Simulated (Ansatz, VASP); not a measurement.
**Two plane-wave programs on Cu**

The input INCAR:

```
PREC = Accurate ; ENCUT = 520
EDIFF = 1E-7 ; ISMEAR = 0
SIGMA = 0.15 ; LREAL = F
LASPH = T ; NELM = 100
ALGO = Fast ; ISIF = 2
LWAVE = F ; LCHARG = T
GGA = PS ; LELF = T
LVHAR = T ; NBANDS = 18
```

KPOINTS

```
regular mesh
0
Gamma
  24 24 12
```

File POSCAR:

```
Cu
1.0
    2.5539643163      0.0000000000      0.0000000000
   -1.2769821582      2.2117979783      0.0000000000
    0.0000000000      0.0000000000      3.8485688282
Cu
2
Direct
    0.3333333333      0.6666666667      0.2500000000
    0.6666666667      0.3333333333      0.7500000000
```

Input for Ansatz:

```yaml
crystal:
  lattice:
    - [2.5539643163, 0.0, 0.0]
    - [-1.2769821582, 2.2117979783, 0.0]
    - [0.0, 0.0, 3.8485688282]
  atoms:
    - { symbol: Cu, position: [0.3333333333, 0.6666666667, 0.25] }
    - { symbol: Cu, position: [0.6666666667, 0.3333333333, 0.75] }
basis:
  ecutwfc: 520.0
kpoints:
  mp_grid: { grid: [24, 24, 12] }
hamiltonian:
  xc: pbesol
  pseudopotentials: { kind: paw }
scf:
  occupations: { method: gaussian, width: 0.15 }
output:
  forces: true
  stress: true
  eigenvalues: true
```

Alike in both runs: task single point; functional PBEsol; k mesh 24 × 24 × 12; occupations gaussian, width 0.15 eV; no spin polarisation.

```csv
,VASP,Ansatz
version,VASP 6.6.1,Ansatz 0.2.0
potentials or method,"VASP PAW PBE potentials, release 64 (Cu), cutoff 520 eV","scalar-relativistic, plane waves, PAW"
valence electrons in the cell,22,38
```

VASP gave:

```
gap on the k mesh at the Fermi level (eV)                     : none
pressure (GPa)                                                : 9.7
traceless stress, the component that is largest in VASP (GPa) : 11.90
```

**Question.** Estimate Ansatz's values.

**Answer.** gap on the k mesh at the Fermi level (eV): none; pressure (GPa): 8.9; traceless stress, the component that is largest in VASP (GPa): 11.99.

VASP's potentials were made for PBE, not for PBEsol. A gap of «none» marks a metal or a gap that the smearing closes. VASP's potentials hold 22 valence electrons a cell and Ansatz's 38, so a difference there can come from the potentials and not from the codes.
